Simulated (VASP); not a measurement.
Runs of VASP 6.6.1 on SiC5N8. The structure is that of space group Pm (No. 6), or close to it. The cells are those of the table. 

```csv
level,cell,k mesh,smearing,gap on the mesh (eV),pressure (GPa),largest force (eV/Å)
PBE,"a = 6.725, b = 2.493, c = 6.555 Å, angles 90.0, 119.9, 90.0°, 14 atoms",4 × 10 × 4,fermi-dirac 0.02 eV,(a),6.2,0.36
PBE,"a = 6.769, b = 2.504, c = 6.587 Å, angles 90.0, 120.1, 90.0°, 14 atoms",4 × 8 × 4,fermi-dirac 0.02 eV,2.73,0.3,(b)
r2SCAN,"a = 6.725, b = 2.493, c = 6.555 Å, angles 90.0, 119.9, 90.0°, 14 atoms",4 × 10 × 4,gaussian 0.01 eV,3.32,0.9,0.11
r2SCAN,"a = 6.725, b = 2.493, c = 6.555 Å, angles 90.0, 119.9, 90.0°, 14 atoms",4 × 10 × 4,fermi-dirac 0.02 eV,3.32,0.9,0.11
```

Alike in all rows: task single point; potentials or basis VASP PAW PBE potentials, release 64 (C, Si, N); no spin polarisation; cutoff (eV) 520.

Q: Fill in the values left out.

A: (a) 2.81; (b) 0.06.

Caveats: the PAW data sets were made with another functional, which shifts forces and pressure a little (some runs).

A k mesh can miss the band edges.
